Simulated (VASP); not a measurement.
BaZrO3: relaxation of cell and atoms with r2SCAN

The system is BaZrO3.

```
CELL_PARAMETERS angstrom
4.22716 0.00000 0.00000
0.00000 4.22716 0.00000
0.00000 0.00000 4.22716
ATOMIC_POSITIONS crystal
Ba 0.00000 0.00000 0.00000
Zr 0.50000 0.50000 0.50000
O 0.00000 0.50000 0.50000
O 0.50000 0.00000 0.50000
O 0.50000 0.50000 0.00000
```

```yaml
Program: VASP 6.6.1
Task: relaxation of cell and atoms
Functional: r2SCAN
Potentials_or_basis: VASP PAW PBE potentials, release 64 (Ba_sv, Zr_sv, O)
Cutoff: 600 eV
k_mesh: 6 × 6 × 6
Occupations: gaussian, width 0.02 eV
Spin: no spin polarisation
Dipole_correction: no
Further_INCAR_settings: ALGO = Normal; EDIFF = 1e-06; IBRION = 2; EDIFFG = -0.005; NSW = 70; ISIF = 3
```

- Relaxed volume: 14.95 Å³/atom
- Relaxed cell: a = 4.213 Å, b = 4.213 Å, c = 4.213 Å, α = 90.00°, β = 90.00°, γ = 90.00°
- Space group after relaxing (to 0.05 Å): Pm-3m (No. 221)
- Energy gained by relaxing: 0.8 meV/atom
- Ionic steps: 3
- Pressure after relaxing: 0.0 GPa
- Band gap on the k mesh: 3.67 eV, indirect (least direct gap 3.93 eV)

The path:
```csv
step,energy change (eV),largest force (eV/Å),pressure (GPa),volume (Å³)
1,0.0000,0.0000,-1.66,75.53
2,0.0016,0.0000,1.96,73.84
3,-0.0041,0.0000,0.00,74.76
```

Final structure:
```cif
data_structure
_symmetry_space_group_name_H-M 'P 1'
_symmetry_Int_Tables_number 1
_cell_length_a 4.2127
_cell_length_b 4.2127
_cell_length_c 4.2127
_cell_angle_alpha 90.000
_cell_angle_beta 90.000
_cell_angle_gamma 90.000
_cell_volume 74.76
loop_
_atom_site_label
_atom_site_type_symbol
_atom_site_fract_x
_atom_site_fract_y
_atom_site_fract_z
_atom_site_occupancy
Ba1 Ba 0.00000 0.00000 0.00000 1
Zr1 Zr 0.50000 0.50000 0.50000 1
O1 O 0.00000 0.50000 0.50000 1
O2 O 0.50000 0.00000 0.50000 1
O3 O 0.50000 0.50000 0.00000 1
```

Levels at points of the mesh, in eV from the valence-band top:
| k point | band 18 | band 19 | band 20 | band 21 | band 22 | band 23 |
| --- | --- | --- | --- | --- | --- | --- |
| (0.00, 0.00, 0.00) | -0.26 | -0.26 | -0.26 | 3.67 | 3.67 | 3.67 |
| (0.50, 0.00, 0.00) | -1.65 | -0.50 | -0.50 | 4.09 | 6.12 | 6.12 |
| (0.50, 0.50, 0.00) | -0.94 | -0.86 | -0.07 | 6.09 | 6.09 | 6.90 |
| (0.50, 0.50, 0.50) | 0.00 | 0.00 | 0.00 | 6.56 | 6.56 | 6.56 |

Run time: 6 min on 1 thread of Intel(R) Xeon(R) Platinum 8488C (Sapphire Rapids), with other jobs on the host, peak memory 0.26 GiB.

Caveat: the PAW data sets were made with another functional, which shifts forces and pressure a little; spin-orbit coupling is left out, which moves the levels of the heavy elements. r2SCAN opens gaps a little over a GGA but as a rule still falls short of measured ones.
